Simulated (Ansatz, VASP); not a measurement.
## TaMnB4 in VASP and in Ansatz

Contents of INCAR:

```
ALGO = Normal
EDIFF = 1E-7
ENCUT = 520
GGA = PE
ISIF = 2
ISMEAR = 0
ISPIN = 2
LASPH = True
LCHARG = True
LELF = True
LMAXMIX = 4
LORBIT = 11
LREAL = False
LVHAR = True
LWAVE = False
MAGMOM = 0 4 0 0 0 0
NBANDS = 31
NELM = 150
PREC = Accurate
SIGMA = 0.1
```

KPOINTS

```
k-points
0
Gamma
  6 6 6
```

The input POSCAR:

```
TaMnB4
1.0
    0.0000000000      3.2070894700      3.2070894700
    3.2070894700      0.0000000000      3.2070894700
    3.2070894700      3.2070894700      0.0000000000
Ta Mn B
1 1 4
Direct
    0.2500000000      0.2500000000      0.2500000000
    0.0000000000      0.0000000000      0.0000000000
    0.6242243300      0.1273270000      0.6242243300
    0.6242243300      0.6242243300      0.1273270000
    0.6242243300      0.6242243300      0.6242243300
    0.1273270000      0.6242243300      0.6242243300
```

Input for Ansatz:

```yaml
crystal:
  lattice:
    - [0.0, 3.20708947, 3.20708947]
    - [3.20708947, 0.0, 3.20708947]
    - [3.20708947, 3.20708947, 0.0]
  atoms:
    - { symbol: Ta, position: [0.25, 0.25, 0.25] }
    - { symbol: Mn, position: [0.0, 0.0, 0.0], spin: 4.0 }
    - { symbol: B, position: [0.62422433, 0.127327, 0.62422433] }
    - { symbol: B, position: [0.62422433, 0.62422433, 0.127327] }
    - { symbol: B, position: [0.62422433, 0.62422433, 0.62422433] }
    - { symbol: B, position: [0.127327, 0.62422433, 0.62422433] }
basis:
  ecutwfc: 420
kpoints:
  mp_grid: { grid: [6, 6, 6] }
hamiltonian:
  xc: pbe
scf:
  occupations: { method: gaussian, width: 0.1 }
  lower_state_search: "off"
output:
  forces: true
  stress: true
  eigenvalues: true
  populations: true
magnetization:
  spin_polarized: true
```

Change from the starting cell: species swapped into the YMnNi4 type (F-43m, No. 216).

Alike in both runs: task single point; functional PBE; k mesh 6 × 6 × 6; occupations gaussian, width 0.1 eV; collinear spin.

|  | VASP | Ansatz |
| --- | --- | --- |
| version | VASP 6.6.1 | Ansatz 0.2.0 |
| potentials or method | VASP PAW PBE potentials, release 64 (Ta_pv, Mn_pv, B), cutoff 520 eV | scalar-relativistic, plane waves, PAW |
| valence electrons in the cell | 36 | 40 |

|  | VASP | Ansatz | Ansatz less VASP |
| --- | --- | --- | --- |
| gap on the k mesh at the Fermi level (eV) | none | none | - |
| rms of the force components (eV/Å) | 0.020 | 0.019 | -0.0005 |
| net moment per atom (μB) | 0.53 | 0.53 | -0.002 |
| size of the moment on the site where the two differ most (μB) | 2.97 | 2.95 | -0.018 |

Site moments also hang on the region over which each program counts them. Atom by atom the forces differ by 0.001 eV/Å (rms over components). A gap of «none» marks a metal or a gap that the smearing closes. VASP's potentials hold 36 valence electrons a cell and Ansatz's 40, so a difference there can come from the potentials and not from the codes.

Spin-orbit coupling is off throughout.
